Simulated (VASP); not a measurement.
Set up this calculation in VASP 6.6.1, as the native input.

- Task: single point
- Functional: LDA
- Potentials or basis: VASP PAW LDA potentials, release 64 (Ga_d, As)
- Cutoff: 520 eV
- k mesh: 8 × 8 × 8
- Occupations: gaussian, width 0.01 eV
- Spin: no spin polarisation
- Dipole correction: no
- Further INCAR settings: ALGO = Normal; EDIFF = 1e-07; NBANDS = 16

The structure of GaAs lies in POSCAR:

```
GaAs
1.0
    0.0000000000      2.8330850794      2.8330850794
    2.8330850794      0.0000000000      2.8330850794
    2.8330850794      2.8330850794      0.0000000000
Ga As
1 1
Direct
    0.0000000000      0.0000000000      0.0000000000
    0.2500000000      0.2500000000      0.2500000000
```

One way to write it, as run:

INCAR

```
  PREC = Accurate
  ENCUT = 520
  EDIFF = 1E-7
  ISMEAR = 0
  SIGMA = 0.01
  LREAL = F
  LASPH = T
  NELM = 80
  ALGO = Normal
  ISIF = 2
  LWAVE = F
  LCHARG = F
  GGA = CA
  NBANDS = 16
```

KPOINTS

```
regular mesh
0
Gamma
  8 8 8
```

Potentials or basis: VASP PAW LDA potentials, release 64 (Ga_d, As).

Launch:

```console
$ cat potpaw_LDA.64/Ga_d/POTCAR potpaw_LDA.64/As/POTCAR > POTCAR
$ mpirun -np 1 vasp_std > vasp.out
```

Results of the run:

```
Pressure               : -2.1 GPa
Band gap on the k mesh : 0.28 eV, direct
```

Run time: 17 s on 1 thread of Intel(R) Xeon(R) Platinum 8488C (Sapphire Rapids) (shared host), peak memory 0.16 GiB.
